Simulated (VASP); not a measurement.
The system is KCl.

```xyz
2
Lattice="3.8345 0.0000 0.0000 0.0000 3.8345 0.0000 0.0000 0.0000 3.8345" Properties=species:S:1:pos:R:3 pbc="T T T"
K     0.0000    0.0000    0.0000
Cl    1.9172    1.9172    1.9172
```

```yaml
Program: VASP 6.6.1
Task: relaxation of cell and atoms
Functional: PBEsol
Potentials_or_basis: VASP PAW PBE potentials, release 64 (K_sv, Cl)
Cutoff: 600 eV
k_mesh: 6 × 6 × 6
Occupations: fermi-dirac, width 0.02 eV
Spin: no spin polarisation
```

At the start: pressure -1.3 GPa; volume 28.19 Å³/atom.

**Question.** How do energy, volume and symmetry change on relaxing?

**Answer.** Over 4 steps the energy falls by 8.7 meV/atom and the volume is 26.22 Å³/atom (-7.0 %); space group Pm-3m (No. 221, to 0.05 Å).

Step by step:
```tsv
step	energy change (eV)	largest force (eV/Å)	pressure (GPa)	volume (Å³)
1	0.0000	0.0000	-1.33	56.38
2	-0.0124	0.0000	-0.76	54.49
3	-0.0174	0.0000	-0.07	52.61
4	-0.0175	0.0000	0.01	52.44
```

Final structure:
```cif
data_structure
_symmetry_space_group_name_H-M 'P 1'
_symmetry_Int_Tables_number 1
_cell_length_a 3.7431
_cell_length_b 3.7431
_cell_length_c 3.7431
_cell_angle_alpha 90.000
_cell_angle_beta 90.000
_cell_angle_gamma 90.000
_cell_volume 52.44
loop_
_atom_site_label
_atom_site_type_symbol
_atom_site_fract_x
_atom_site_fract_y
_atom_site_fract_z
_atom_site_occupancy
K1 K 0.00000 0.00000 0.00000 1
Cl1 Cl 0.50000 0.50000 0.50000 1
```

Caveat: the PAW data sets were made with another functional, which shifts forces and pressure a little.
